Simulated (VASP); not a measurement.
TeRh3:

```
CELL_PARAMETERS angstrom
4.11688 0.00000 0.00000
0.00000 4.11688 0.00000
0.00000 0.00000 4.11688
ATOMIC_POSITIONS crystal
Te 0.00000 0.00000 0.00000
Rh 0.00000 0.50000 0.50000
Rh 0.50000 0.00000 0.50000
Rh 0.50000 0.50000 0.00000
```

| Item | Value |
| --- | --- |
| Program | VASP 6.6.1 |
| Task | relaxation of cell and atoms |
| Functional | PBE |
| Potentials or basis | VASP PAW PBE potentials, release 64 (Te, Rh_pv) |
| Cutoff | 600 eV |
| k mesh | 4 × 4 × 4 |
| Occupations | gaussian, width 0.1 eV |
| Spin | no spin polarisation |

At the start: pressure -16.2 GPa; volume 17.44 Å³/atom.

**Question.** How do energy, volume and symmetry change on relaxing?

**Answer.** Over 4 steps the energy falls by 103.7 meV/atom and the volume is 15.64 Å³/atom (-10.3 %); space group Pm-3m (No. 221, to 0.05 Å).

Step by step:
| step | energy change (eV) | largest force (eV/Å) | pressure (GPa) | volume (Å³) |
| --- | --- | --- | --- | --- |
| 1 | 0.0000 | 0.0000 | -16.16 | 69.78 |
| 2 | 0.6963 | 0.0000 | 46.31 | 53.47 |
| 3 | -0.4141 | 0.0000 | -0.91 | 62.77 |
| 4 | -0.4149 | 0.0000 | -0.20 | 62.55 |

Final structure:
```yaml
crystal:
  lattice:
    - [3.96965, 0.00000, 0.00000]
    - [0.00000, 3.96965, 0.00000]
    - [0.00000, 0.00000, 3.96965]
  atoms:
    - { symbol: Te, position: [0.00000, 0.00000, 0.00000] }
    - { symbol: Rh, position: [0.00000, 0.50000, 0.50000] }
    - { symbol: Rh, position: [0.50000, 0.00000, 0.50000] }
    - { symbol: Rh, position: [0.50000, 0.50000, 0.00000] }
```

Caveat: the k points lie up to 0.40 Å⁻¹ apart in the final cell.
